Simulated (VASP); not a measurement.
A run of VASP 6.6.1 is set up as follows.

File POSCAR:

```
PbO2
1.0
    0.0000000000      2.5479771090      2.5479771090
    2.5479771090      0.0000000000      2.5479771090
    2.5479771090      2.5479771090      0.0000000000
Pb O
1 2
Direct
    0.0000000000      0.0000000000      0.0000000000
    0.2500000000      0.2500000000      0.2500000000
    0.7500000000      0.7500000000      0.7500000000
```

File INCAR.step1:

```
SYSTEM = PbO2
PREC = Accurate
ENCUT = 520
ISMEAR = 0
SIGMA = 0.1
LREAL = .False.
LASPH = .True.
NELM = 80
NBANDS = 20
GGA = PE
ALGO = Normal
EDIFF = 1E-4
LWAVE = .True.
LCHARG = .False.
```

Contents of INCAR.step2:

```
SYSTEM = PbO2
PREC = Accurate
ENCUT = 520
EDIFF = 1E-7
ISMEAR = 0
SIGMA = 0.1
LREAL = .False.
LASPH = .True.
NELM = 80
ALGO = Normal
ISIF = 2
LWAVE = .False.
LCHARG = .False.
METAGGA = R2SCAN
LMIXTAU = .True.
NBANDS = 20
ISTART = 1
```

The input KPOINTS:

```
Automatic mesh
0
Gamma
  14 14 14
  0 0 0
```

Potentials or basis: VASP PAW PBE potentials, release 64 (Pb_d, O).

Launch:

```bash
$ cat potpaw_PBE.64/Pb_d/POTCAR potpaw_PBE.64/O/POTCAR > POTCAR
$ cp INCAR.step1 INCAR
$ mpirun -np 1 vasp_std > vasp.out
$ cp INCAR.step2 INCAR
$ mpirun -np 1 vasp_std > vasp.out
```

Q: What does it give for the band gap on the k mesh?

A: Zero (band 13 reaches 7.78 eV, above the bottom of band 14 at 6.85 eV).

Q: Predict the pressure.

A: 30.5 GPa.

Caveat: the PAW data sets were made with another functional, which shifts forces and pressure a little; spin-orbit coupling is left out, which moves the levels of the heavy elements.
